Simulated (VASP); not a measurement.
Set up this calculation in VASP 6.6.1, as the native input.

```yaml
Task: single point
Functional: PBE
Potentials_or_basis: VASP PAW PBE potentials, release 64 (Cd)
Cutoff: 520 eV
k_mesh: 10 × 10 × 1
Occupations: fermi-dirac, width 0.05 eV
Spin: no spin polarisation
Dipole_correction: yes
Further_INCAR_settings: ALGO = Normal; EDIFF = 1e-06; NBANDS = 25
```

The structure of Cd lies in POSCAR:

```
Cd
1.0
    3.6039047669      0.0000000000      0.0000000000
    0.0000000000      3.6039047669      0.0000000000
    0.0000000000      0.0000000000     19.6039000000
Cd
3
Direct
    0.0000000000      0.0000000000      0.4058003741
    0.5000000000      0.5000000000      0.5000000426
    0.0000000000      0.0000000000      0.5941995833
```

One way to write it, as run:

INCAR

```
PREC     = Accurate       # precision mode
ENCUT    = 520            # plane-wave cutoff, eV
EDIFF    = 1E-6           # SCF threshold, eV
ISMEAR   = -1             # smearing method
SIGMA    = 0.05           # smearing width, eV
LREAL    = False          # projectors in reciprocal space
LASPH    = True           # aspherical terms in the spheres
NELM     = 80             # most SCF steps
ALGO     = Normal         # electronic algorithm
ISIF     = 2              # what is computed and relaxed
LWAVE    = False          # write WAVECAR
LCHARG   = True           # write CHGCAR
LDIPOL   = True         
IDIPOL   = 3            
DIPOL    = 0.5 0.5 0.500
GGA      = PE             # functional
LELF     = True           # ELF
LVHAR    = True         
LVACPOTAV= True         
NBANDS   = 25             # bands
```

KPOINTS

```
Automatic mesh
0
Gamma
  10 10 1
```

Potentials or basis: VASP PAW PBE potentials, release 64 (Cd).

The run is started by

```console
$ cat potpaw_PBE.64/Cd/POTCAR > POTCAR
$ mpirun -np 1 vasp_std > vasp.out
```

It gave:

```
Largest force          : 0.015 eV/Å
Band gap on the k mesh : zero (band 18 reaches -1.94 eV, above the bottom of band 19 at -2.94 eV)
```

Run time: 5 min on 1 thread of AMD EPYC 7R43 64-Core Processor (Zen 3) (shared host), peak memory 0.3 GiB.
